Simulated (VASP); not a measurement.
# Ta3Cu (I4/mmm) in VASP: further runs

The runs below take Ta3Cu through single point, with PBEsol, revPBE.

Everything below comes from runs of VASP 6.6.1. Logs are shortened: lines on timing, memory, paths and dates and some standing lists are left out, and cuts for length are marked.

### 1 The cell of the first run

The structure is tetragonal, space group I4/mmm (No. 139). Conventional cell: a = 4.013 Å, b = 4.013 Å, c = 8.416 Å, α = 90.00°, β = 90.00°, γ = 90.00°. Ta (site symmetry 4/mmm) has 4 Cu at 2.84 Å and 8 Ta at 2.91 Å within 3.7 Å. Ta (site symmetry -4m2) has 8 Ta at 2.84 to 2.91 Å and 4 Cu at 2.91 Å within 3.7 Å. Cu (site symmetry 4/mmm) has 12 Ta at 2.84 to 2.91 Å within 3.7 Å.

### 2 Single point, PBEsol

The input, INCAR:

```
ALGO     = Normal         # electronic algorithm
EDIFF    = 1E-7           # SCF threshold, eV
ENCUT    = 520            # plane-wave cutoff, eV
GGA      = PS             # functional
ISIF     = 2              # what is computed and relaxed
ISMEAR   = -1             # smearing method
LASPH    = True           # aspherical terms in the spheres
LCHARG   = False          # write CHGCAR
LREAL    = False          # projectors in reciprocal space
LWAVE    = False          # write WAVECAR
NBANDS   = 30             # bands
NELM     = 80             # most SCF steps
PREC     = Accurate       # precision mode
SIGMA    = 0.05           # smearing width, eV
```

The input, KPOINTS:

```
k-points
0
Gamma
  5 5 5
```

The input, POSCAR:

```
Ta3Cu
1.0
   -2.0065070000      2.0065070000      4.2081700000
    2.0065070000     -2.0065070000      4.2081700000
    2.0065070000      2.0065070000     -4.2081700000
Ta Cu
3 1
Direct
    0.5000000000      0.5000000000      0.0000000000
    0.2500000000      0.7500000000      0.5000000000
    0.7500000000      0.2500000000      0.5000000000
    0.0000000000      0.0000000000      0.0000000000
```

Potentials or basis: VASP PAW PBE potentials, release 64 (Ta_pv, Cu).

Run with:

```sh
$ cat potpaw_PBE.64/Ta_pv/POTCAR potpaw_PBE.64/Cu/POTCAR > POTCAR
$ mpirun -np 1 vasp_std > vasp.out
```

OUTCAR:

```text
EDIFF = 1E-7
   ENCUT = 520
   GGA = PS
   ISIF = 2
   ISMEAR = -1
   LASPH = True
   LREAL = False
   NELM = 80
   PREC = Accurate

 ion  position               nearest neighbor table
   1  0.500  0.500  0.000-   4 2.84   4 2.84   4 2.84   4 2.84   3 2.91   2 2.91   3 2.91   3 2.91
                             2 2.91   2 2.91   3 2.91   2 2.91
   2  0.250  0.750  0.500-   3 2.84   3 2.84   3 2.84   3 2.84   4 2.91   1 2.91   4 2.91   1 2.91
                             4 2.91   4 2.91   1 2.91   1 2.91
   3  0.750  0.250  0.500-   2 2.84   2 2.84   2 2.84   2 2.84   4 2.91   1 2.91   4 2.91   4 2.91
                             1 2.91   1 2.91   4 2.91   1 2.91
   4  0.000  0.000  0.000-   1 2.84   1 2.84   1 2.84   1 2.84   3 2.91   2 2.91   3 2.91   2 2.91
                             3 2.91   3 2.91   2 2.91   2 2.91

  LATTYP: Found a body centered tetragonal cell.
 ALAT       =     4.0130140000
 C/A-ratio  =     2.0972615595

  Lattice vectors:

 A1 = (  -2.0065070000,   2.0065070000,   4.2081700000)
 A2 = (   2.0065070000,  -2.0065070000,   4.2081700000)
 A3 = (   2.0065070000,   2.0065070000,  -4.2081700000)

Analysis of symmetry for initial positions (statically):
=====================================================================
 Subroutine PRICEL returns:
 Original cell was already a primitive cell.

 Routine SETGRP: Setting up the symmetry group for a
 body centered tetragonal supercell.

 Subroutine GETGRP returns: Found 16 space group operations
 (whereof 16 operations were pure point group operations)
 out of a pool of 16 trial point group operations.

The static configuration has the point symmetry D_4h.

Analysis of symmetry for dynamics (positions and initial velocities):
=====================================================================
 Subroutine PRICEL returns:
 Original cell was already a primitive cell.

 Routine SETGRP: Setting up the symmetry group for a
 body centered tetragonal supercell.

 Subroutine GETGRP returns: Found 16 space group operations
 (whereof 16 operations were pure point group operations)
 out of a pool of 16 trial point group operations.

The dynamic configuration has the point symmetry D_4h.

 Subroutine INISYM returns: Found 16 space group operations
 (whereof 16 operations are pure point group operations),
 and found     1 'primitive' translations

----------------------------------------------------------------------------------------

                                     Primitive cell

  volume of cell :      67.7696

  direct lattice vectors                    reciprocal lattice vectors
    -2.006507000  2.006507000  4.208170000     0.000000000  0.249189263  0.118816493
     2.006507000 -2.006507000  4.208170000     0.249189263  0.000000000  0.118816493
     2.006507000  2.006507000 -4.208170000     0.249189263  0.249189263  0.000000000

  length of vectors
     5.075513317  5.075513317  5.075513317     0.276066383  0.276066383  0.352406835

  position of ions in fractional coordinates (direct lattice)
     0.500000000  0.500000000  0.000000000
     0.250000000  0.750000000  0.500000000
     0.750000000  0.250000000  0.500000000
     0.000000000  0.000000000  0.000000000

  ion indices of the primitive-cell ions
   primitive index   ion index
                 1           1
                 2           2
                 3           3
                 4           4

----------------------------------------------------------------------------------------

 KPOINTS: k-points

Automatic generation of k-mesh.
 Grid dimensions read from file:
 generate k-points for:    5    5    5

 Generating k-lattice:

  Cartesian coordinates                     Fractional coordinates (reciprocal lattice)
     0.000000000  0.049837853  0.023763299     0.200000000  0.000000000  0.000000000
     0.049837853  0.000000000  0.023763299     0.000000000  0.200000000  0.000000000
     0.049837853  0.049837853  0.000000000     0.000000000  0.000000000  0.200000000

  Length of vectors
     0.055213277  0.055213277  0.070481367

  Shift w.r.t. Gamma in fractional coordinates (k-lattice)
     0.000000000  0.000000000  0.000000000

 Subroutine IBZKPT returns following result:
 ===========================================

 Found     18 irreducible k-points:

 Following reciprocal coordinates:
            Coordinates               Weight
  0.000000  0.000000  0.000000      1.000000
  0.200000  0.000000  0.000000      8.000000
  0.400000  0.000000  0.000000      8.000000
  0.200000  0.200000  0.000000      8.000000
  0.400000  0.200000  0.000000     16.000000
 -0.400000  0.200000  0.000000     16.000000
[... 10 lines left out ...]
 -0.400000  0.400000  0.400000      4.000000
 -0.400000 -0.400000  0.400000      2.000000
   k-points           NKPTS =     18   k-points in BZ     NKDIM =     18   number of bands    NBANDS=     30
   number of dos      NEDOS =    301   number of ions     NIONS =      4
   total plane-waves  NPLWV =  64000
   dimension x,y,z NGX =    40 NGY =   40 NGZ =   40
   dimension x,y,z NGXF=    80 NGYF=   80 NGZF=   80
   ions per type =               3   1
   NGX,Y,Z   is equivalent  to a cutoff of  13.10, 13.10, 13.10 a.u.
   NGXF,Y,Z  is equivalent  to a cutoff of  26.20, 26.20, 26.20 a.u.
 SYSTEM =  unknown system
   PREC   = accura    normal or accurate (medium, high low for compatibility)
   ISTART =      0    job   : 0-new  1-cont  2-samecut
   ICHARG =      2    charge: 1-file 2-atom 10-const
   ISPIN  =      1    spin polarized calculation?
   LNONCOLLINEAR =      F non collinear calculations
   LSORBIT =      F    spin-orbit coupling
   LASPH  =      T    aspherical Exc in radial PAW
   ENCUT  =  520.0 eV  38.22 Ry    6.18 a.u.   9.44  9.44  9.44*2*pi/ulx,y,z
   NELM   =     80;   NELMIN=  2; NELMDL= -5     # of ELM steps
   EDIFF  = 0.1E-06   stopping-criterion for ELM
   LREAL  =      F    real-space projection
   EDIFFG = 0.1E-05   stopping-criterion for IOM
   NSW    =      0    number of steps for IOM
   IBRION =     -1    ionic relax: 0-MD 1-quasi-New 2-CG
   NFREE  =      0    steps in history (QN), initial steepest desc. (CG)
   ISIF   =      2    stress and relaxation
   ISYM   =      2    0-nonsym 1-usesym 2-fastsym
   POTIM  = 0.5000    time-step for ionic-motion
   TEBEG  =    0.0;   TEEND  =   0.0 temperature during run
   PSTRESS=    0.0 pullay stress
   NELECT =      44.0000    total number of electrons
   NUPDOWN=      -1.0000    fix difference up-down
   EMIN   =  10.00;   EMAX   =-10.00  energy-range for DOS
   EFERMI =   0.00;   METHOD = LEGACY
   ISMEAR =    -1;   SIGMA  =   0.05  broadening in eV -4-tet -1-fermi 0-gaus
   EFERMI_NEDOS =   21; number of points for ismear=-14 and -15
   IALGO  =     38    algorithm
   IMIX   =      4    mixing-type and parameters
     AMIX     =   0.40;   BMIX     =  1.00
     AMIX_MAG =   1.60;   BMIX_MAG =  1.00
  volume/ion in A,a.u.               =      16.94       114.33
  Fermi-wavevector in a.u.,A,eV,Ry     =   1.417580  2.678837 27.341349  2.009532
  Thomas-Fermi vector in A             =   2.538795
   LORBIT       =      0    0 simple, 1 ext, 2 COOP (PROOUT), +10 PAW based schemes
   GGA     = PS    functional components
   LHFCALC =     F    Hartree Fock is set to
   AEXX    =    0.0000 exact exchange contribution
   IVDW    =     0    specifies the selected vdW correction
   LEPSILON=     F    determine dielectric tensor
   LRPA    =     F    only Hartree local field effects (RPA)
 non-spin polarized calculation
  energy-cutoff  :      520.00
  volume of cell :       67.77
 maximum number of plane-waves:      1863
 NGX is ok and might be reduce to    40
   NGX = 19   NGY = 19   NGZ = 19

 number of electron      43.9999994 magnetization

 Free energy of the ion-electron system (eV)
  ---------------------------------------------------
  ext. energy  EPLUGINS =         0.00000000
  ---------------------------------------------------
  free energy    TOTEN  =       -41.27835147 eV

  energy without entropy =      -41.25520265  energy(sigma->0) =      -41.26677706

 E-fermi :   5.8693     XC(G=0): -12.6044

 val. band max:        5.7041120955   @ k =   0.2000   0.0000   0.0000
 cond. band min:       5.8866486534   @ k =   0.0000   0.0000   0.0000
 fundamental gap:      0.1825365579
 Fermi energy:         5.8693151688

 k-point     1 :       0.0000    0.0000    0.0000
  band No.  band energies     occupation
      1     -28.7380      2.00000
      2     -28.5826      2.00000
      3     -28.5826      2.00000
      4     -28.3775      2.00000
      5     -28.3775      2.00000
      6     -28.2248      2.00000
[... 22 lines left out ...]
     29      10.1325      0.00000
     30      11.2214      0.00000

 k-point     2 :       0.2000    0.0000    0.0000
  band No.  band energies     occupation
      1     -28.7130      2.00000
      2     -28.5544      2.00000
      3     -28.5460      2.00000
      4     -28.4140      2.00000
      5     -28.3526      2.00000
      6     -28.1429      2.00000
[... 22 lines left out ...]
     29      10.2144      0.00000
     30      10.7947      0.00000

 k-point     3 :       0.4000    0.0000    0.0000
  band No.  band energies     occupation
      1     -28.6566      2.00000
      2     -28.5295      2.00000
      3     -28.4928      2.00000
      4     -28.3254      2.00000
      5     -28.2569      2.00000
      6     -28.1727      2.00000
[... 22 lines left out ...]
     29       8.6726      0.00000
     30      10.9795      0.00000

 k-point     4 :       0.2000    0.2000    0.0000
  band No.  band energies     occupation
      1     -28.7288      2.00000
      2     -28.6249      2.00000
      3     -28.5336      2.00000
      4     -28.2904      2.00000
      5     -28.2654      2.00000
      6     -28.1495      2.00000
[... 418 lines left out ...]
     29       9.5299      0.00000
     30      11.2503      0.00000

 k-point    17 :      -0.4000    0.4000    0.4000
  band No.  band energies     occupation
      1     -28.6925      2.00000
      2     -28.6806      2.00000
      3     -28.4428      2.00000
      4     -28.2668      2.00000
      5     -28.1878      2.00000
      6     -28.1617      2.00000
[... 22 lines left out ...]
     29       9.8511      0.00000
     30      11.1405      0.00000

 k-point    18 :      -0.4000   -0.4000    0.4000
  band No.  band energies     occupation
      1     -28.7265      2.00000
      2     -28.7265      2.00000
      3     -28.4813      2.00000
      4     -28.2119      2.00000
      5     -28.1899      2.00000
      6     -28.1899      2.00000
[... 22 lines left out ...]
     29      11.0817      0.00000
     30      11.6043      0.00000

------------------------ aborting loop because EDIFF is reached ----------------------------------------

  FORCE on cell =-STRESS in cart. coord.  units (eV):
  Direction    XX          YY          ZZ          XY          YZ          ZX
  --------------------------------------------------------------------------------------
  -------------------------------------------------------------------------------------
  Total       -2.4841439     -2.4841439     -3.0048066      0.0000000      0.0000000      0.0000000
  in kB      -58.7290131    -58.7290131    -71.0382882      0.0000000      0.0000000      0.0000000
  external PRESSURE =     -62.8321048 kB  Pullay stress =       0.0000000 kB

 VOLUME and BASIS-vectors are now :
 -----------------------------------------------------------------------------
  energy-cutoff  :      520.00
  volume of cell :       67.77
      direct lattice vectors                 reciprocal lattice vectors
    -2.006507000  2.006507000  4.208170000     0.000000000  0.249189263  0.118816493
     2.006507000 -2.006507000  4.208170000     0.249189263  0.000000000  0.118816493
     2.006507000  2.006507000 -4.208170000     0.249189263  0.249189263  0.000000000

 POSITION                                       TOTAL-FORCE (eV/Angst)
 -----------------------------------------------------------------------------------
      0.00000      0.00000      4.20817        -0.000000      0.000000      0.000000
      2.00651      0.00000      2.10408        -0.000000      0.000000     -0.000000
      0.00000      2.00651      2.10408         0.000000     -0.000000     -0.000000
      0.00000      0.00000      0.00000        -0.000000      0.000000      0.000000
 -----------------------------------------------------------------------------------
    total drift:                               -0.000000     -0.000000      0.000000

  FREE ENERGIE OF THE ION-ELECTRON SYSTEM (eV)
  ---------------------------------------------------
  free  energy   TOTEN  =       -41.2783514690 eV

  energy  without entropy=      -41.2552026481  energy(sigma->0) =      -41.26677706
```

Run time: 92 s. Hardware: 1 thread of Intel Xeon Platinum 8259CL at 2.50GHz (Skylake/Cascade Lake), shared host; peak memory 0.25 GiB.

What came out:

```yaml
Free_energy: -41.2784 eV
Pressure: -6.3 GPa
Band_gap_on_the_k_mesh: zero (band 22 reaches 6.60 eV, above the bottom of band 23 at 5.68 eV)
```

Caveat: the k points lie up to 0.44 Å⁻¹ apart; the PAW data sets were made with another functional, which shifts forces and pressure a little; spin-orbit coupling is left out, which moves the levels of the heavy elements.

(Continued in part 2 of 2.)
